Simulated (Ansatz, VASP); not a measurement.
**Al4N5: VASP beside Ansatz**

```
CELL_PARAMETERS angstrom
3.12977 0.00000 0.00000
-1.56488 2.71046 0.00000
0.00000 0.00000 25.06215
ATOMIC_POSITIONS crystal
N 0.33333 0.66667 0.15960
N 0.66667 0.33333 0.25970
N 0.33333 0.66667 0.36206
N 0.66667 0.33333 0.46105
N 0.83333 0.66667 0.54992
Al 0.66667 0.33333 0.18332
Al 0.33333 0.66667 0.28341
Al 0.66667 0.33333 0.38142
Al 0.33333 0.66667 0.48129
```

Alike in both runs: task single point; functional PBE; k mesh 9 × 9 × 1; occupations gaussian, width 0.05 eV; collinear spin.

```csv
,VASP,Ansatz
version,VASP 6.6.1,Ansatz 0.2.0
potentials or method,"VASP PAW PBE potentials, release 64 (N, Al), cutoff 520 eV","scalar-relativistic, plane waves, PAW"
valence electrons in the cell,37,37
```

|  | VASP | Ansatz | Ansatz less VASP |
| --- | --- | --- | --- |
| gap on the k mesh at the Fermi level (eV) | none | none | - |
| rms of the force components (eV/Å) | 0.955 | 0.955 | +0.0005 |
| net moment per atom (μB) | 0.19 | 0.33 | +0.140 |
| size of the moment on the site where the two differ most (μB) | 1.47 | 1.84 | +0.365 |

The net moments are unlike, so the other rows may belong to different states. Site moments also hang on the region over which each program counts them. A gap of «none» marks a metal or a gap that the smearing closes. Ansatz's warnings: vacuum below fermi.
